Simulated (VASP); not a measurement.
# LiHf3As2 (P6/mmm) in VASP: further runs

Runs on LiHf3As2. Level: PBE. Tasks: relaxation of cell and atoms.

All numbers are computed with VASP 6.6.1; they aren't measurements. Logs are shortened: lines on timing, memory, paths and dates and some standing lists are left out, and cuts for length are marked.

### 1 The cell of the first run

Symmetry: P6/mmm, No. 191, hexagonal system. Conventional cell: a = 5.621 Å, b = 5.621 Å, c = 4.372 Å, α = 90.00°, β = 90.00°, γ = 120.00°. Li (site symmetry 6/mmm) has 6 As at 3.25 Å and 12 Hf at 3.56 Å and 2 Li at 4.37 Å within 4.4 Å. Hf (site symmetry mmm) has 4 As at 2.72 Å and 4 Hf at 2.81 Å and 4 Li at 3.56 Å within 3.6 Å. As (site symmetry -6m2) has 6 Hf at 2.72 Å and 3 Li at 3.25 Å and 3 As at 3.25 Å within 3.6 Å.

The cell was built from a structure type or drawn by symmetry, and may not be a known phase.

### 2 Relaxation of cell and atoms, PBE

Input file INCAR:

```
PREC = Accurate ; ENCUT = 600
EDIFF = 1E-6 ; ISMEAR = 0
SIGMA = 0.1 ; LREAL = False
LASPH = True ; NELM = 80
ALGO = Normal ; ISIF = 3
LWAVE = False ; LCHARG = False
GGA = PE ; IBRION = 2
NSW = 90 ; EDIFFG = -0.04
```

Input file KPOINTS:

```
regular mesh
0
Gamma
  6 6 4
```

Input file POSCAR:

```
LiHf3As2
1.0
    5.6213795100      0.0000000000      0.0000000000
   -2.8106897500      4.8682574600      0.0000000000
    0.0000000000      0.0000000000      4.3721938200
Li Hf As
1 3 2
Direct
    0.0000000000      0.0000000000      0.0000000000
    0.5000000000      0.0000000000      0.5000000000
    0.5000000000      0.5000000000      0.5000000000
    0.0000000000      0.5000000000      0.5000000000
    0.3333333300      0.6666666700      0.0000000000
    0.6666666700      0.3333333300      0.0000000000
```

Potentials or basis: VASP PAW PBE potentials, release 64 (Li_sv, Hf_pv, As).

Started as:

```bash
> cat potpaw_PBE.64/Li_sv/POTCAR potpaw_PBE.64/Hf_pv/POTCAR potpaw_PBE.64/As/POTCAR > POTCAR
> mpirun -np 1 vasp_std > vasp.out
```

OUTCAR:

```text
PREC = Accurate
   ENCUT = 600
   EDIFF = 1E-6
   ISMEAR = 0
   LREAL = False
   LASPH = True
   NELM = 80
   ISIF = 3
   GGA = PE
   IBRION = 2
   NSW = 90
   EDIFFG = -0.04

 ion  position               nearest neighbor table
   1  0.000  0.000  0.000-
   2  0.500  0.000  0.500-   5 2.72   6 2.72   5 2.72   6 2.72   3 2.81   3 2.81   4 2.81   4 2.81

   3  0.500  0.500  0.500-   5 2.72   6 2.72   5 2.72   6 2.72   2 2.81   2 2.81   4 2.81   4 2.81

   4  0.000  0.500  0.500-   5 2.72   6 2.72   5 2.72   6 2.72   3 2.81   3 2.81   2 2.81   2 2.81

   5  0.333  0.667  0.000-   2 2.72   2 2.72   4 2.72   4 2.72   3 2.72   3 2.72
   6  0.667  0.333  0.000-   2 2.72   2 2.72   4 2.72   4 2.72   3 2.72   3 2.72

  LATTYP: Found a hexagonal cell.
 ALAT       =     5.6213795100
 C/A-ratio  =     0.7777795134

  Lattice vectors:

 A1 = (   5.6213795100,   0.0000000000,   0.0000000000)
 A2 = (  -2.8106897500,   4.8682574600,   0.0000000000)
 A3 = (   0.0000000000,   0.0000000000,   4.3721938200)

Analysis of symmetry for initial positions (statically):
=====================================================================
 Subroutine PRICEL returns:
 Original cell was already a primitive cell.

 Routine SETGRP: Setting up the symmetry group for a
 hexagonal supercell.

 Subroutine GETGRP returns: Found 24 space group operations
 (whereof 24 operations were pure point group operations)
 out of a pool of 24 trial point group operations.

The static configuration has the point symmetry D_6h.

Analysis of symmetry for dynamics (positions and initial velocities):
=====================================================================
 Subroutine PRICEL returns:
 Original cell was already a primitive cell.

 Routine SETGRP: Setting up the symmetry group for a
 hexagonal supercell.

 Subroutine GETGRP returns: Found 24 space group operations
 (whereof 24 operations were pure point group operations)
 out of a pool of 24 trial point group operations.

The dynamic configuration has the point symmetry D_6h.

 Subroutine INISYM returns: Found 24 space group operations
 (whereof 24 operations are pure point group operations),
 and found     1 'primitive' translations

----------------------------------------------------------------------------------------

                                     Primitive cell

  volume of cell :     119.6509

  direct lattice vectors                    reciprocal lattice vectors
     5.621379510  0.000000000  0.000000000     0.177892277  0.102706154  0.000000000
    -2.810689750  4.868257460  0.000000000     0.000000000  0.205412308  0.000000000
     0.000000000  0.000000000  4.372193820     0.000000000  0.000000000  0.228718131

  length of vectors
     5.621379510  5.621379508  4.372193820     0.205412308  0.205412308  0.228718131

  position of ions in fractional coordinates (direct lattice)
     0.000000000  0.000000000  0.000000000
     0.500000000  0.000000000  0.500000000
     0.500000000  0.500000000  0.500000000
     0.000000000  0.500000000  0.500000000
     0.333333330  0.666666670  0.000000000
     0.666666670  0.333333330  0.000000000

  ion indices of the primitive-cell ions
   primitive index   ion index
                 1           1
                 2           2
                 3           3
                 4           4
                 5           5
                 6           6

----------------------------------------------------------------------------------------

 KPOINTS: regular mesh

Automatic generation of k-mesh.
 Grid dimensions read from file:
 generate k-points for:    6    6    4

 Generating k-lattice:

  Cartesian coordinates                     Fractional coordinates (reciprocal lattice)
     0.029648713  0.017117692  0.000000000     0.166666667  0.000000000  0.000000000
     0.000000000  0.034235385  0.000000000     0.000000000  0.166666667  0.000000000
     0.000000000  0.000000000  0.057179533     0.000000000  0.000000000  0.250000000

  Length of vectors
     0.034235385  0.034235385  0.057179533

  Shift w.r.t. Gamma in fractional coordinates (k-lattice)
     0.000000000  0.000000000  0.000000000

 Subroutine IBZKPT returns following result:
 ===========================================

 Found     21 irreducible k-points:

 Following reciprocal coordinates:
            Coordinates               Weight
  0.000000  0.000000  0.000000      1.000000
  0.166667  0.000000  0.000000      6.000000
  0.333333  0.000000  0.000000      6.000000
  0.500000  0.000000  0.000000      3.000000
  0.166667  0.166667  0.000000      6.000000
  0.333333  0.166667  0.000000     12.000000
[... 13 lines left out ...]
  0.333333  0.166667  0.500000     12.000000
  0.333333  0.333333  0.500000      2.000000
   k-points           NKPTS =     21   k-points in BZ     NKDIM =     21   number of bands    NBANDS=     25
   number of dos      NEDOS =    301   number of ions     NIONS =      6
   total plane-waves  NPLWV =  82944
   dimension x,y,z NGX =    48 NGY =   48 NGZ =   36
   dimension x,y,z NGXF=    96 NGYF=   96 NGZF=   72
   ions per type =               1   3   2
   NGX,Y,Z   is equivalent  to a cutoff of  14.20, 14.20, 13.69 a.u.
   NGXF,Y,Z  is equivalent  to a cutoff of  28.39, 28.39, 27.38 a.u.
 SYSTEM =  unknown system
   PREC   = accura    normal or accurate (medium, high low for compatibility)
   ISTART =      0    job   : 0-new  1-cont  2-samecut
   ICHARG =      2    charge: 1-file 2-atom 10-const
   ISPIN  =      1    spin polarized calculation?
   LNONCOLLINEAR =      F non collinear calculations
   LSORBIT =      F    spin-orbit coupling
   LASPH  =      T    aspherical Exc in radial PAW
   ENCUT  =  600.0 eV  44.10 Ry    6.64 a.u.  11.23 11.23  8.73*2*pi/ulx,y,z
   NELM   =     80;   NELMIN=  2; NELMDL= -5     # of ELM steps
   EDIFF  = 0.1E-05   stopping-criterion for ELM
   LREAL  =      F    real-space projection
   EDIFFG = -.4E-01   stopping-criterion for IOM
   NSW    =     90    number of steps for IOM
   IBRION =      2    ionic relax: 0-MD 1-quasi-New 2-CG
   NFREE  =      1    steps in history (QN), initial steepest desc. (CG)
   ISIF   =      3    stress and relaxation
   ISYM   =      2    0-nonsym 1-usesym 2-fastsym
   POTIM  = 0.5000    time-step for ionic-motion
   TEBEG  =    0.0;   TEEND  =   0.0 temperature during run
   PSTRESS=    0.0 pullay stress
   NELECT =      43.0000    total number of electrons
   NUPDOWN=      -1.0000    fix difference up-down
   EMIN   =  10.00;   EMAX   =-10.00  energy-range for DOS
   EFERMI =   0.00;   METHOD = LEGACY
   ISMEAR =     0;   SIGMA  =   0.10  broadening in eV -4-tet -1-fermi 0-gaus
   EFERMI_NEDOS =   21; number of points for ismear=-14 and -15
   IALGO  =     38    algorithm
   IMIX   =      4    mixing-type and parameters
     AMIX     =   0.40;   BMIX     =  1.00
     AMIX_MAG =   1.60;   BMIX_MAG =  1.00
  volume/ion in A,a.u.               =      19.94       134.57
  Fermi-wavevector in a.u.,A,eV,Ry     =   1.163927  2.199503 18.432163  1.354726
  Thomas-Fermi vector in A             =   2.300471
   LORBIT       =      0    0 simple, 1 ext, 2 COOP (PROOUT), +10 PAW based schemes
   GGA     = PE    functional components
   LHFCALC =     F    Hartree Fock is set to
   AEXX    =    0.0000 exact exchange contribution
   IVDW    =     0    specifies the selected vdW correction
   LEPSILON=     F    determine dielectric tensor
   LRPA    =     F    only Hartree local field effects (RPA)
 conjugate gradient relaxation of ions
 non-spin polarized calculation
 Gauss-broadening in eV      SIGMA  =   0.10
  energy-cutoff  :      600.00
  volume of cell :      119.65
 maximum number of plane-waves:      4026
 NGX is ok and might be reduce to    48
   NGX = 23   NGY = 23   NGZ = 17

--------------------------------------- Ionic step        1  -------------------------------------------

 number of electron      43.0000004 magnetization

 Free energy of the ion-electron system (eV)
  ---------------------------------------------------
  ext. energy  EPLUGINS =         0.00000000
  ---------------------------------------------------
  free energy    TOTEN  =       -41.65474680 eV

  energy without entropy =      -41.62540965  energy(sigma->0) =      -41.64007822

 E-fermi :   4.7164     XC(G=0): -10.4577

 val. band max:        4.7117715174   @ k =   0.3333   0.1667   0.0000
 cond. band min:       4.7175635795   @ k =   0.1667   0.0000   0.0000
 fundamental gap:      0.0057920621
 Fermi energy:         4.7163541395

 k-point     1 :       0.0000    0.0000    0.0000
  band No.  band energies     occupation
      1     -41.6754      2.00000
      2     -26.5732      2.00000
      3     -25.9414      2.00000
      4     -25.9414      2.00000
      5     -25.8493      2.00000
      6     -25.5921      2.00000
[... 774 lines left out ...]
  energy  without entropy=      -43.0127211910  energy(sigma->0) =      -43.02491088

--------------------------------------- Ionic step        6  -------------------------------------------

 number of electron      42.9999992 magnetization

 E-fermi :   3.9753     XC(G=0):  -9.7701

 val. band max:        3.9191677029   @ k =   0.1667   0.1667   0.2500
 cond. band min:       3.9882716827   @ k =   0.5000   0.0000   0.2500
 fundamental gap:      0.0691039798
 Fermi energy:         3.9752838376

 k-point     1 :       0.0000    0.0000    0.0000
  band No.  band energies     occupation
      1     -42.8468      2.00000
      2     -27.3038      2.00000
      3     -27.1483      2.00000
      4     -27.1004      2.00000
      5     -27.1004      2.00000
      6     -27.0860      2.00000
[... 654 lines left out ...]
  energy  without entropy=      -43.0457850185  energy(sigma->0) =      -43.05631946

--------------------------------------- Ionic step        8  -------------------------------------------

 number of electron      43.0000010 magnetization

 Free energy of the ion-electron system (eV)
  ---------------------------------------------------
  ext. energy  EPLUGINS =         0.00000000
  ---------------------------------------------------
  free energy    TOTEN  =       -43.06813938 eV

  energy without entropy =      -43.04788531  energy(sigma->0) =      -43.05801234

 E-fermi :   3.9307     XC(G=0):  -9.7631

 val. band max:        3.9260870400   @ k =   0.3333   0.1667   0.2500
 cond. band min:       3.9871940002   @ k =   0.1667   0.0000   0.2500
 fundamental gap:      0.0611069602
 Fermi energy:         3.9306546613

 k-point     1 :       0.0000    0.0000    0.0000
  band No.  band energies     occupation
      1     -42.9477      2.00000
      2     -27.3631      2.00000
      3     -27.2329      2.00000
      4     -27.1592      2.00000
      5     -27.1592      2.00000
      6     -27.1502      2.00000
[... 610 lines left out ...]
  FREE ENERGIE OF THE ION-ELECTRON SYSTEM (eV)
  ---------------------------------------------------
  free  energy   TOTEN  =       -43.0681393765 eV

  energy  without entropy=      -43.0478853094  energy(sigma->0) =      -43.05801234

 reached required accuracy - stopping structural energy minimisation
```

Run time: 15 min. Hardware: 1 thread of Oxide Virtual Turin-like, shared host; peak memory 0.3 GiB.

Results:

* Free energy: -43.0681 eV
* Relaxed volume: 23.21 Å³/atom
* Relaxed cell: a = 6.426 Å, b = 6.426 Å, c = 3.895 Å, α = 90.00°, β = 90.00°, γ = 120.00°
* Space group after relaxing (to 0.1 Å): P6/mmm (No. 191)
* Energy gained by relaxing: 235.6 meV/atom
* Ionic steps: 8
* Pressure after relaxing: -0.3 GPa
* Band gap on the k mesh: zero (an odd number of electrons rules out a gap without spin polarisation)

Step by step:
| step | energy change (eV) | largest force (eV/Å) | pressure (GPa) | volume (Å³) |
| --- | --- | --- | --- | --- |
| 1 | 0.0000 | 0.0000 | 10.80 | 119.65 |
| 2 | -0.7392 | 0.0000 | -5.04 | 144.25 |
| 3 | -0.7791 | 0.0000 | -2.73 | 139.29 |
| 4 | -1.2697 | 0.0000 | -1.94 | 139.72 |
| 5 | -1.3824 | 0.0000 | -1.11 | 139.58 |
| 6 | -1.3194 | 0.0000 | 1.60 | 138.51 |
| 7 | -1.4121 | 0.0000 | -0.44 | 139.35 |
| 8 | -1.4134 | 0.0000 | -0.25 | 139.28 |

Final structure:
```
CELL_PARAMETERS angstrom
6.42601 0.00000 0.00000
-3.21300 5.56509 0.00000
0.00000 0.00000 3.89482
ATOMIC_POSITIONS crystal
Li 0.00000 0.00000 0.00000
Hf 0.50000 0.00000 0.50000
Hf 0.50000 0.50000 0.50000
Hf 0.00000 0.50000 0.50000
As 0.33333 0.66667 0.00000
As 0.66667 0.33333 0.00000
```

Caveat: the cutoff is under 1.25 times the usual one of these potentials, so pressure, stress and relaxed cells hold a basis-set (Pulay) error; the volume moved by over 15 % at a fixed basis, so the end points are rough; spin-orbit coupling is left out, which moves the levels of the heavy elements.

### 3 Relaxation of cell and atoms, PBE

This run uses another cell than the first one, of 23.31 Å³/atom.

Input file INCAR:

```
  ALGO = Fast
  EDIFF = 1E-6
  EDIFFG = -0.01
  ENCUT = 600
  GGA = PE
  IBRION = 2
  ISIF = 3
  ISMEAR = 0
  LASPH = T
  LCHARG = F
  LREAL = F
  LWAVE = F
  NELM = 100
  NSW = 100
  PREC = Accurate
  SIGMA = 0.1
```

Input file KPOINTS:

```
k-points
0
Gamma
  6 6 10
```

Input file POSCAR:

```
LiHf3As2
1.0
    6.4434554973      0.0000000000      0.0000000000
   -3.2217277486      5.5801961488      0.0000000000
    0.0000000000      0.0000000000      3.8892577111
Li Hf As
1 3 2
Direct
    0.0000000000      0.0000000000      0.0000000000
    0.5000000000      0.0000000000      0.5000000000
    0.5000000000      0.5000000000      0.5000000000
    0.0000000000      0.5000000000      0.5000000000
    0.3333333333      0.6666666667      0.0000000000
    0.6666666667      0.3333333333      0.0000000000
```

Potentials or basis: VASP PAW PBE potentials, release 64 (Li_sv, Hf_pv, As).

Started as:

```bash
> cat potpaw_PBE.64/Li_sv/POTCAR potpaw_PBE.64/Hf_pv/POTCAR potpaw_PBE.64/As/POTCAR > POTCAR
> mpirun -np 1 vasp_std > vasp.out
```

Run time: 36 min. Hardware: 1 thread of Oxide Virtual Turin-like, shared host; peak memory 0.41 GiB.

Results (log left out):

```
Free energy                           : -43.1215 eV
Relaxed volume                        : 23.14 Å³/atom
Relaxed cell                          : a = 6.407 Å, b = 6.407 Å, c = 3.904 Å, α = 90.00°, β = 90.00°, γ = 120.00°
Space group after relaxing (to 0.1 Å) : P6/mmm (No. 191)
Energy gained by relaxing             : 0.5 meV/atom
Ionic steps                           : 6
Pressure after relaxing               : 0.0 GPa
Band gap on the k mesh                : zero (an odd number of electrons rules out a gap without spin polarisation)
```

The path:
```
step  energy change (eV)  largest force (eV/Å)  pressure (GPa)  volume (Å³)
   1              0.0000                0.0000           -0.46       139.84
   2             -0.0018                0.0000            0.32       138.50
   3             -0.0019                0.0000            0.14       138.81
   4             -0.0029                0.0000            0.06       138.82
   5             -0.0029                0.0000            0.04       138.82
   6             -0.0030                0.0000            0.01       138.82
```

Final structure:
```
Li Hf As
1.0
     6.40740    0.00000    0.00000
    -3.20370    5.54897    0.00000
     0.00000    0.00000    3.90437
Li Hf As
1 3 2
Direct
  0.00000 0.00000 0.00000
  0.50000 0.00000 0.50000
  0.50000 0.50000 0.50000
  0.00000 0.50000 0.50000
  0.33333 0.66667 0.00000
  0.66667 0.33333 0.00000
```

Levels at points of the mesh, in eV from the Fermi level:
| k point | band 19 | band 20 | band 21 | band 22 | band 23 | band 24 |
| --- | --- | --- | --- | --- | --- | --- |
| (0.00, 0.00, 0.00) | -2.25 | -1.63 | -0.77 | -0.77 | 0.59 | 0.59 |
| (0.50, 0.00, 0.00) | -1.73 | -1.20 | -0.50 | -0.27 | 0.45 | 1.01 |
| (0.00, 0.00, 0.50) | -1.62 | -1.37 | -1.37 | 0.88 | 0.88 | 1.51 |
| (0.50, 0.00, 0.50) | -0.77 | -0.74 | -0.23 | 0.58 | 0.64 | 0.68 |

Caveat: the cutoff is under 1.25 times the usual one of these potentials, so pressure, stress and relaxed cells hold a basis-set (Pulay) error; spin-orbit coupling is left out, which moves the levels of the heavy elements.
